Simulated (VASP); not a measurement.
# Mo (Im-3m) in VASP: a series of runs

The runs below take Mo through single point, relaxation of cell and atoms, with LDA.

Everything below comes from runs of VASP 6.6.1. Logs are shortened: lines on timing, memory, paths and dates and some standing lists are left out, and cuts for length are marked.

### 1 The cell of the first run

It takes space group Im-3m (No. 229, cubic). Conventional cell: a = 3.111 Å, b = 3.111 Å, c = 3.111 Å, α = 90.00°, β = 90.00°, γ = 90.00°. Mo (site symmetry m-3m) has 14 Mo at 2.69 to 3.11 Å within 3.6 Å.

### 2 Single point, LDA

INCAR reads:

```
PREC     = Accurate       # precision mode
ENCUT    = 520            # plane-wave cutoff, eV
EDIFF    = 1E-7           # SCF threshold, eV
ISMEAR   = 0              # smearing method
SIGMA    = 0.1            # smearing width, eV
LREAL    = F              # projectors in reciprocal space
LASPH    = T              # aspherical terms in the spheres
NELM     = 80             # most SCF steps
ALGO     = Normal         # electronic algorithm
ISIF     = 2              # what is computed and relaxed
LWAVE    = F              # write WAVECAR
LCHARG   = F              # write CHGCAR
GGA      = CA             # functional
NBANDS   = 13             # bands
```

KPOINTS reads:

```
regular mesh
0
Gamma
  18 18 18
```

POSCAR reads:

```
Mo
1.0
   -1.5556708352      1.5556708352      1.5556708352
    1.5556708352     -1.5556708352      1.5556708352
    1.5556708352      1.5556708352     -1.5556708352
Mo
1
Direct
    0.0000000000      0.0000000000      0.0000000000
```

Potentials or basis: VASP PAW LDA potentials, release 64 (Mo_sv).

Command:

```sh
$ cat potpaw_LDA.64/Mo_sv/POTCAR > POTCAR
$ mpirun -np 1 vasp_std > vasp.out
```

OUTCAR:

```text
PREC = Accurate
   ENCUT = 520
   EDIFF = 1E-7
   ISMEAR = 0
   LREAL = F
   LASPH = T
   NELM = 80
   ISIF = 2
   GGA = CA

 ion  position               nearest neighbor table
   1  0.000  0.000  0.000-

  LATTYP: Found a body centered cubic cell.
 ALAT       =     3.1113416704

  Lattice vectors:

 A1 = (  -1.5556708352,   1.5556708352,   1.5556708352)
 A2 = (   1.5556708352,  -1.5556708352,   1.5556708352)
 A3 = (   1.5556708352,   1.5556708352,  -1.5556708352)

Analysis of symmetry for initial positions (statically):
=====================================================================
 Subroutine PRICEL returns:
 Original cell was already a primitive cell.

 Routine SETGRP: Setting up the symmetry group for a
 body centered cubic supercell.

 Subroutine GETGRP returns: Found 48 space group operations
 (whereof 48 operations were pure point group operations)
 out of a pool of 48 trial point group operations.

The static configuration has the point symmetry O_h .

Analysis of symmetry for dynamics (positions and initial velocities):
=====================================================================
 Subroutine PRICEL returns:
 Original cell was already a primitive cell.

 Routine SETGRP: Setting up the symmetry group for a
 body centered cubic supercell.

 Subroutine GETGRP returns: Found 48 space group operations
 (whereof 48 operations were pure point group operations)
 out of a pool of 48 trial point group operations.

The dynamic configuration has the point symmetry O_h .

 Subroutine INISYM returns: Found 48 space group operations
 (whereof 48 operations are pure point group operations),
 and found     1 'primitive' translations

----------------------------------------------------------------------------------------

                                     Primitive cell

  volume of cell :      15.0596

  direct lattice vectors                    reciprocal lattice vectors
    -1.555670835  1.555670835  1.555670835     0.000000000  0.321404753  0.321404753
     1.555670835 -1.555670835  1.555670835     0.321404753  0.000000000  0.321404753
     1.555670835  1.555670835 -1.555670835     0.321404753  0.321404753  0.000000000

  length of vectors
     2.694500926  2.694500926  2.694500926     0.454534960  0.454534960  0.454534960

  position of ions in fractional coordinates (direct lattice)
     0.000000000  0.000000000  0.000000000

  ion indices of the primitive-cell ions
   primitive index   ion index
                 1           1

----------------------------------------------------------------------------------------

 KPOINTS: regular mesh

Automatic generation of k-mesh.
 Grid dimensions read from file:
 generate k-points for:   18   18   18

 Generating k-lattice:

  Cartesian coordinates                     Fractional coordinates (reciprocal lattice)
     0.000000000  0.017855820  0.017855820     0.055555556  0.000000000  0.000000000
     0.017855820  0.000000000  0.017855820     0.000000000  0.055555556  0.000000000
     0.017855820  0.017855820  0.000000000     0.000000000  0.000000000  0.055555556

  Length of vectors
     0.025251942  0.025251942  0.025251942

  Shift w.r.t. Gamma in fractional coordinates (k-lattice)
     0.000000000  0.000000000  0.000000000

 Subroutine IBZKPT returns following result:
 ===========================================

 Found    195 irreducible k-points:

 Following reciprocal coordinates:
            Coordinates               Weight
  0.000000  0.000000  0.000000      1.000000
  0.055556  0.000000  0.000000     12.000000
  0.111111  0.000000  0.000000     12.000000
  0.166667  0.000000  0.000000     12.000000
  0.222222  0.000000  0.000000     12.000000
  0.277778  0.000000  0.000000     12.000000
[... 16 lines left out ...]
  0.333333  0.111111 -0.000000     48.000000
  0.388889  0.111111 -0.000000     48.000000
 [... further k-points ...]
   k-points           NKPTS =    195   k-points in BZ     NKDIM =    195   number of bands    NBANDS=     13
   number of dos      NEDOS =    301   number of ions     NIONS =      1
   total plane-waves  NPLWV =   8000
   dimension x,y,z NGX =    20 NGY =   20 NGZ =   20
   dimension x,y,z NGXF=    40 NGYF=   40 NGZF=   40
   ions per type =               1
   NGX,Y,Z   is equivalent  to a cutoff of  12.34, 12.34, 12.34 a.u.
   NGXF,Y,Z  is equivalent  to a cutoff of  24.68, 24.68, 24.68 a.u.
 SYSTEM =  unknown system
   PREC   = accura    normal or accurate (medium, high low for compatibility)
   ISTART =      0    job   : 0-new  1-cont  2-samecut
   ICHARG =      2    charge: 1-file 2-atom 10-const
   ISPIN  =      1    spin polarized calculation?
   LNONCOLLINEAR =      F non collinear calculations
   LSORBIT =      F    spin-orbit coupling
   LASPH  =      T    aspherical Exc in radial PAW
   ENCUT  =  520.0 eV  38.22 Ry    6.18 a.u.   5.01  5.01  5.01*2*pi/ulx,y,z
   NELM   =     80;   NELMIN=  2; NELMDL= -5     # of ELM steps
   EDIFF  = 0.1E-06   stopping-criterion for ELM
   LREAL  =      F    real-space projection
   EDIFFG = 0.1E-05   stopping-criterion for IOM
   NSW    =      0    number of steps for IOM
   IBRION =     -1    ionic relax: 0-MD 1-quasi-New 2-CG
   NFREE  =      0    steps in history (QN), initial steepest desc. (CG)
   ISIF   =      2    stress and relaxation
   ISYM   =      2    0-nonsym 1-usesym 2-fastsym
   POTIM  = 0.5000    time-step for ionic-motion
   TEBEG  =    0.0;   TEEND  =   0.0 temperature during run
   PSTRESS=    0.0 pullay stress
   NELECT =      14.0000    total number of electrons
   NUPDOWN=      -1.0000    fix difference up-down
   EMIN   =  10.00;   EMAX   =-10.00  energy-range for DOS
   EFERMI =   0.00;   METHOD = LEGACY
   ISMEAR =     0;   SIGMA  =   0.10  broadening in eV -4-tet -1-fermi 0-gaus
   EFERMI_NEDOS =   21; number of points for ismear=-14 and -15
   IALGO  =     38    algorithm
   IMIX   =      4    mixing-type and parameters
     AMIX     =   0.40;   BMIX     =  1.00
     AMIX_MAG =   1.60;   BMIX_MAG =  1.00
  volume/ion in A,a.u.               =      15.06       101.63
  Fermi-wavevector in a.u.,A,eV,Ry     =   1.597766  3.019340 34.733711  2.552856
  Thomas-Fermi vector in A             =   2.695321
   LORBIT       =      0    0 simple, 1 ext, 2 COOP (PROOUT), +10 PAW based schemes
   GGA     = CA    functional components
   LHFCALC =     F    Hartree Fock is set to
   AEXX    =    0.0000 exact exchange contribution
   IVDW    =     0    specifies the selected vdW correction
   LEPSILON=     F    determine dielectric tensor
   LRPA    =     F    only Hartree local field effects (RPA)
 non-spin polarized calculation
 Gauss-broadening in eV      SIGMA  =   0.10
  energy-cutoff  :      520.00
  volume of cell :       15.06
 maximum number of plane-waves:       420
   NGX =  9   NGY =  9   NGZ =  9

 number of electron      13.9999996 magnetization

 Free energy of the ion-electron system (eV)
  ---------------------------------------------------
  ext. energy  EPLUGINS =         0.00000000
  ---------------------------------------------------
  free energy    TOTEN  =       -12.13022993 eV

  energy without entropy =      -12.12811412  energy(sigma->0) =      -12.12917202

 E-fermi :  13.1116     XC(G=0): -13.8132

 val. band max:       13.0979527594   @ k =  -0.3889   0.4444   0.2778
 cond. band min:      13.1577970278   @ k =  -0.3333   0.3889   0.2778
 fundamental gap:      0.0598442684
 Fermi energy:        13.1115912312

 k-point     1 :       0.0000    0.0000    0.0000
  band No.  band energies     occupation
      1     -47.8685      2.00000
      2     -21.2160      2.00000
      3     -21.2160      2.00000
      4     -21.2160      2.00000
      5       5.7345      2.00000
      6      11.6290      2.00000
      7      11.6290      2.00000
      8      11.6290      2.00000
      9      14.7718      0.00000
     10      14.7718      0.00000
     11      27.9564      0.00000
     12      27.9564      0.00000
     13      27.9564      0.00000

 k-point     2 :       0.0556    0.0000    0.0000
  band No.  band energies     occupation
      1     -47.8592      2.00000
      2     -21.2680      2.00000
      3     -21.2319      2.00000
      4     -21.2165      2.00000
      5       5.8782      2.00000
      6      11.5466      2.00000
      7      11.6161      2.00000
      8      11.7645      2.00000
      9      14.6468      0.00000
     10      14.7733      0.00000
     11      28.0684      0.00000
     12      28.1985      0.00000
     13      28.2579      0.00000

 k-point     3 :       0.1111    0.0000    0.0000
  band No.  band energies     occupation
      1     -47.8325      2.00000
      2     -21.4162      2.00000
      3     -21.2774      2.00000
      4     -21.2178      2.00000
      5       6.2866      2.00000
      6      11.3178      2.00000
      7      11.5591      2.00000
      8      12.1658      2.00000
      9      14.3741      0.00000
     10      14.7840      0.00000
     11      28.3413      0.00000
     12      28.9039      0.00000
     13      29.0164      0.00000

 k-point     4 :       0.1667    0.0000    0.0000
  band No.  band energies     occupation
      1     -47.7913      2.00000
      2     -21.6389      2.00000
      3     -21.3465      2.00000
      4     -21.2197      2.00000
      5       6.8817      2.00000
      6      10.9896      2.00000
      7      11.4426      2.00000
      8      12.8157      1.99997
      9      14.1667      0.00000
     10      14.8177      0.00000
     11      28.5555      0.00000
     12      29.8058      0.00000
     13      30.0186      0.00000

 k-point     5 :       0.2222    0.0000    0.0000
  band No.  band energies     occupation
      1     -47.7403      2.00000
      2     -21.9056      2.00000
      3     -21.4301      2.00000
      4     -21.2222      2.00000
      5       7.4952      2.00000
      6      10.6178      2.00000
      7      11.3836      2.00000
      8      13.6840      0.00000
      9      14.1589      0.00000
     10      14.8890      0.00000
     11      28.3593      0.00000
     12      29.9820      0.00000
     13      31.4724      0.00000
[... 257 lines left out ...]
 k-point    22 :       0.2778    0.1111    0.0000
  band No.  band energies     occupation
      1     -47.6198      2.00000
      2     -22.4327      2.00000
      3     -21.6345      2.00000
      4     -21.2942      2.00000
      5       8.2759      2.00000
      6      10.0037      2.00000
      7      11.7156      2.00000
      8      14.2787      0.00000
      9      15.4453      0.00000
     10      16.6812      0.00000
     11      27.0011      0.00000
     12      28.1325      0.00000
     13      32.7847      0.00000

 k-point    23 :       0.3333    0.1111   -0.0000
  band No.  band energies     occupation
      1     -47.5796      2.00000
      2     -22.6045      2.00000
      3     -21.7152      2.00000
      4     -21.2981      2.00000
      5       8.1096      2.00000
      6       9.7879      2.00000
      7      12.5124      2.00000
      8      14.5735      0.00000
      9      15.6333      0.00000
     10      17.8650      0.00000
     11      26.0921      0.00000
     12      26.8915      0.00000
     13      31.4775      0.00000

 k-point    24 :       0.3889    0.1111   -0.0000
  band No.  band energies     occupation
      1     -47.5533      2.00000
      2     -22.7151      2.00000
      3     -21.7678      2.00000
      4     -21.3006      2.00000
      5       7.9524      2.00000
      6       9.6555      2.00000
      7      13.1669      0.43398
      8      14.6995      0.00000
      9      15.9169      0.00000
     10      18.7925      0.00000
     11      25.2730      0.00000
     12      26.0658      0.00000
     13      30.5224      0.00000

 [... further k-points ...]
[... 5 lines left out ...]
  --------------------------------------------------------------------------------------
  -------------------------------------------------------------------------------------
  Total        0.1149456      0.1149456      0.1149456     -0.0000000     -0.0000000     -0.0000000
  in kB       12.2289700     12.2289700     12.2289700     -0.0000000     -0.0000000     -0.0000000
  external PRESSURE =      12.2289700 kB  Pullay stress =       0.0000000 kB

 VOLUME and BASIS-vectors are now :
 -----------------------------------------------------------------------------
  energy-cutoff  :      520.00
  volume of cell :       15.06
      direct lattice vectors                 reciprocal lattice vectors
    -1.555670835  1.555670835  1.555670835     0.000000000  0.321404753  0.321404753
     1.555670835 -1.555670835  1.555670835     0.321404753  0.000000000  0.321404753
     1.555670835  1.555670835 -1.555670835     0.321404753  0.321404753  0.000000000

 POSITION                                       TOTAL-FORCE (eV/Angst)
 -----------------------------------------------------------------------------------
      0.00000      0.00000      0.00000        -0.000000      0.000000      0.000000
 -----------------------------------------------------------------------------------
    total drift:                                0.000000     -0.000000     -0.000000

  FREE ENERGIE OF THE ION-ELECTRON SYSTEM (eV)
  ---------------------------------------------------
  free  energy   TOTEN  =       -12.1302299263 eV

  energy  without entropy=      -12.1281141235  energy(sigma->0) =      -12.12917202
```

Run time: 14 s. Hardware: 1 thread of Intel Xeon 6975P-C, shared host; peak memory 0.14 GiB.

Results:

| Quantity | Value |
| --- | --- |
| Free energy | -12.1302 eV |
| Pressure | 1.2 GPa |
| Band gap on the k mesh | zero (band 7 reaches 17.30 eV, above the bottom of band 8 at 11.63 eV) |

### 3 Relaxation of cell and atoms, LDA

This run uses another cell than the first one, of 15.78 Å³/atom, 1.048 times its volume.

INCAR reads:

```
PREC = Accurate
ENCUT = 600
EDIFF = 1E-6
ISMEAR = 0
SIGMA = 0.1
LREAL = F
LASPH = T
NELM = 80
ALGO = Normal
ISIF = 3
LWAVE = F
LCHARG = F
GGA = CA
IBRION = 2
NSW = 70
EDIFFG = -0.005
```

KPOINTS is that of step 2.

POSCAR reads:

```
Mo
1.0
   -1.5802206812      1.5802206812      1.5802206812
    1.5802206812     -1.5802206812      1.5802206812
    1.5802206812      1.5802206812     -1.5802206812
Mo
1
Direct
    0.0000000000      0.0000000000      0.0000000000
```

Potentials or basis: VASP PAW LDA potentials, release 64 (Mo_sv).

Command:

```sh
$ cat potpaw_LDA.64/Mo_sv/POTCAR > POTCAR
$ mpirun -np 1 vasp_std > vasp.out
```

Wall time 58 s (1 thread of Intel Xeon 6975P-C, shared host); peak memory 0.18 GiB.

The run converged. Its results:

| Quantity | Value |
| --- | --- |
| Free energy | -12.1310 eV |
| Relaxed volume | 15.12 Å³/atom |
| Relaxed cell | a = 2.698 Å, b = 2.698 Å, c = 2.698 Å, α = 109.47°, β = 109.47°, γ = 109.47° |
| Space group after relaxing (to 0.05 Å) | Im-3m (No. 229) |
| Energy gained by relaxing | 24.7 meV/atom |
| Ionic steps | 7 |
| Pressure after relaxing | 0.0 GPa |
| Band gap on the k mesh | zero (band 7 reaches 17.21 eV, above the bottom of band 8 at 11.57 eV) |

The path:
```csv
step,energy change (eV),largest force (eV/Å),pressure (GPa),volume (Å³)
1,0.0000,0.0000,-11.50,15.78
2,0.2166,0.0000,48.07,13.33
3,-0.0246,0.0000,-0.70,15.16
4,-0.0247,0.0000,-0.11,15.13
5,-0.0247,0.0000,0.14,15.11
6,-0.0247,0.0000,-0.34,15.14
7,-0.0247,0.0000,0.00,15.12
```

Final structure:
```xyz
1
Lattice="-1.5578 1.5578 1.5578 1.5578 -1.5578 1.5578 1.5578 1.5578 -1.5578" Properties=species:S:1:pos:R:3 pbc="T T T"
Mo    0.0000    0.0000    0.0000
```

Levels at points of the mesh, in eV from the Fermi level:
| k point | band 5 | band 6 | band 7 | band 8 | band 9 | band 10 |
| --- | --- | --- | --- | --- | --- | --- |
| (0.00, 0.00, 0.00) | -7.36 | -1.47 | -1.47 | -1.47 | 1.65 | 1.65 |
| (0.50, 0.00, 0.00) | -5.57 | -3.61 | 1.71 | 1.78 | 2.36 | 4.98 |
| (0.50, 0.50, 0.50) | -5.76 | -5.76 | 4.17 | 4.17 | 4.17 | 9.28 |

LDA usually gives volumes a few per cent too small. Zero-point motion and thermal expansion aren't in these numbers.
